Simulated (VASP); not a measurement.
Input of a VASP 6.6.1 run:

File INCAR:

```
SYSTEM = TaN
ALGO = Normal ; EDIFF = 1E-6
ENCUT = 520 ; GGA = PS
ISIF = 2 ; ISMEAR = 0
ISYM = 0 ; LASPH = .True.
LCHARG = .False. ; LREAL = .False.
LWAVE = .False. ; NBANDS = 15
NELM = 60 ; PREC = Accurate
SIGMA = 0.1
```

The input KPOINTS:

```
k-points
0
Gamma
  12 12 14
  0 0 0
```

POSCAR

```
TaN
1.0
    3.1393032032      0.0000000000      0.0000000000
   -1.5696516016      2.7187163241      0.0000000000
    1.5696516016      0.9062387747      2.4826970658
Ta N
1 1
Direct
    0.0000000000      0.0000000000      0.0000000000
    0.0000000000      0.5000000000      0.5000000000
```

Potentials or basis: VASP PAW PBE potentials, release 64 (Ta_pv, N).

Launch:

```sh
$ cat potpaw_PBE.64/Ta_pv/POTCAR potpaw_PBE.64/N/POTCAR > POTCAR
$ mpirun -np 1 vasp_std > vasp.out
```

Q: What does it give for the band gap on the k mesh?

A: Zero (band 8 reaches 11.53 eV, above the bottom of band 9 at 7.10 eV).

Q: Estimate the pressure.

A: -3.1 GPa.

Stress tensor (GPa, compression positive):
```
-4.32  0.10 -0.07
 0.10 -4.44 -0.04
-0.07 -0.04 -0.56
```

Caveat: the PAW data sets were made with another functional, which shifts forces and pressure a little; spin-orbit coupling is left out, which moves the levels of the heavy elements.
